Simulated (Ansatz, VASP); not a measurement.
**One calculation of Sc2AlAs3, two programs**

INCAR

```
ALGO = Fast
EDIFF = 1E-6
EDIFFG = -0.04
ENCUT = 600
GGA = PE
IBRION = 2
ISIF = 3
ISMEAR = 0
LASPH = True
LCHARG = False
LREAL = False
LWAVE = False
NELM = 80
NSW = 90
PREC = Accurate
SIGMA = 0.1
```

File KPOINTS:

```
k-points
0
Gamma
  6 6 4
```

Contents of POSCAR:

```
Sc2AlAs3
1.0
    5.0776062200      0.0000000000      0.0000000000
   -2.5388031100      4.3973359700      0.0000000000
    0.0000000000      0.0000000000      5.5490417500
Sc Al As
2 1 3
Direct
    0.3333333300      0.6666666700      0.0000000000
    0.6666666700      0.3333333300      0.0000000000
    0.0000000000      0.0000000000      0.5000000000
    0.3333333300      0.6666666700      0.5000000000
    0.6666666700      0.3333333300      0.5000000000
    0.0000000000      0.0000000000      0.0000000000
```

Input for Ansatz:

```yaml
crystal:
  lattice:
    - [5.07760622, 0.0, 0.0]
    - [-2.53880311, 4.39733597, 0.0]
    - [0.0, 0.0, 5.54904175]
  atoms:
    - { symbol: Sc, position: [0.33333333, 0.66666667, 0.0] }
    - { symbol: Sc, position: [0.66666667, 0.33333333, 0.0] }
    - { symbol: Al, position: [0.0, 0.0, 0.5] }
    - { symbol: As, position: [0.33333333, 0.66666667, 0.5] }
    - { symbol: As, position: [0.66666667, 0.33333333, 0.5] }
    - { symbol: As, position: [0.0, 0.0, 0.0] }
basis:
  ecutwfc: 420
kpoints:
  mp_grid: { grid: [6, 6, 4] }
hamiltonian:
  xc: pbe
scf:
  occupations: { method: gaussian, width: 0.1 }
  lower_state_search: "off"
output:
  forces: true
  stress: true
  eigenvalues: true
relax:
  adjacent_minimum: "off"
  f_tol: 0.04
  max_steps: 70
  cell: { stress_tol: 0.4 }
```

Alike in both runs: task relaxation of cell and atoms; functional PBE; k mesh 6 × 6 × 4; occupations gaussian, width 0.1 eV; no spin polarisation.

|  | VASP | Ansatz |
| --- | --- | --- |
| version | VASP 6.6.1 | Ansatz 0.2.0 |
| potentials or method | VASP PAW PBE potentials, release 64 (Sc_sv, Al, As), cutoff 600 eV | scalar-relativistic, plane waves, PAW |
| valence electrons in the cell | 40 | 70 |

VASP gave:

```
gap on the k mesh at the Fermi level, each at its own relaxed structure (eV) : none
relaxed volume (Å³/atom)                                                     : 20.25
relaxed length of the cell vector where the two differ most in proportion (Å)              : 5.495
```

Question: Which values does Ansatz return?

Answer: gap on the k mesh at the Fermi level, each at its own relaxed structure (eV): none; relaxed volume (Å³/atom): 20.22; relaxed length of the cell vector where the two differ most in proportion (Å): 5.490.

A gap of «none» marks a metal or a gap that the smearing closes. VASP's potentials hold 40 valence electrons a cell and Ansatz's 70, so a difference there can come from the potentials and not from the codes.
